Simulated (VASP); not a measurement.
A run of VASP 6.6.1:

Contents of INCAR:

```
PREC     = Accurate       # precision mode
ENCUT    = 520            # plane-wave cutoff, eV
EDIFF    = 1E-6           # SCF threshold, eV
ISMEAR   = 1              # smearing method
SIGMA    = 0.1            # smearing width, eV
LREAL    = False          # projectors in reciprocal space
LASPH    = True           # aspherical terms in the spheres
NELM     = 60             # most SCF steps
ALGO     = Normal         # electronic algorithm
ISIF     = 2              # what is computed and relaxed
LWAVE    = False          # write WAVECAR
LCHARG   = True           # write CHGCAR
LELF     = True           # ELF
LVHAR    = True         
NBANDS   = 8              # bands
```

Contents of KPOINTS:

```
Automatic mesh
0
Gamma
  9 9 9
```

POSCAR

```
As
1.0
   -1.6461139385      1.6461139385      1.6461139385
    1.6461139385     -1.6461139385      1.6461139385
    1.6461139385      1.6461139385     -1.6461139385
As
1
Direct
    0.0000000000      0.0000000000      0.0000000000
```

Potentials or basis: VASP PAW LDA potentials, release 64 (As).

Run with:

```console
$ cat potpaw_LDA.64/As/POTCAR > POTCAR
$ mpirun -np 1 vasp_std > vasp.out
```

Hardware: 1 thread of AMD EPYC 9R45 96-Core Processor (Zen 5) (shared host).

Estimate the wall time of this run.

It took 3.3 s on 1 thread of AMD EPYC 9R45 96-Core Processor (Zen 5) (shared host), peak memory 0.09 GiB. Counts: scf iterations 9, k points 35.
